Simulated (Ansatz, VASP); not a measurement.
## InP: VASP beside Ansatz

Contents of INCAR:

```
SYSTEM = InP
PREC     = Accurate       ! precision mode
ENCUT    = 500            ! plane-wave cutoff, eV
EDIFF    = 1E-6           ! SCF threshold, eV
ISMEAR   = 0              ! smearing method
SIGMA    = 0.001          ! smearing width, eV
LREAL    = .False.        ! projectors in reciprocal space
LASPH    = .True.         ! aspherical terms in the spheres
NELM     = 120            ! most SCF steps
ALGO     = Normal         ! electronic algorithm
ISIF     = 2              ! what is computed and relaxed
LWAVE    = .False.        ! write WAVECAR
LCHARG   = .False.        ! write CHGCAR
GGA      = PE             ! functional
NBANDS   = 16             ! bands
GGA_COMPAT= .False.
```

The input KPOINTS:

```
regular mesh
0
Gamma
  6 6 6
  0 0 0
```

POSCAR

```
InP
1.0
    0.0000000000      2.9537876370      2.9537876370
    2.9537876370      0.0000000000      2.9537876370
    2.9537876370      2.9537876370      0.0000000000
In P
1 1
Direct
    0.0000000000      0.0000000000      0.0000000000
    0.2500000000      0.2500000000      0.2500000000
```

Input for Ansatz:

```yaml
crystal:
  lattice:
    - [0.0, 2.953787637, 2.953787637]
    - [2.953787637, 0.0, 2.953787637]
    - [2.953787637, 2.953787637, 0.0]
  atoms:
    - { symbol: In, position: [0.0, 0.0, 0.0] }
    - { symbol: P, position: [0.25, 0.25, 0.25] }
kpoints:
  mp_grid: { grid: [6, 6, 6] }
hamiltonian:
  xc: pbe
scf:
  occupations: { method: gaussian, width: 0.001 }
  n_extra_bands: 4
output:
  forces: true
  stress: true
  eigenvalues: true
```

Alike in both runs: task single point; functional PBE; k mesh 6 × 6 × 6; occupations gaussian, width 0.001 eV; no spin polarisation.

|  | VASP | Ansatz |
| --- | --- | --- |
| version | VASP 6.6.1 | Ansatz 0.2.0 |
| potentials or method | VASP PAW PBE potentials, release 64 (In_d, P) | plane waves |
| plane-wave cutoff (eV) | 500 | 420 |
| valence electrons in the cell | 18 | 18 |

|  | VASP | Ansatz | Ansatz less VASP |
| --- | --- | --- | --- |
| gap on the k mesh at the Fermi level (eV) | 0.58 | 0.58 | +0.003 |
| pressure (GPa) | 1.6 | 1.6 | +0.05 |
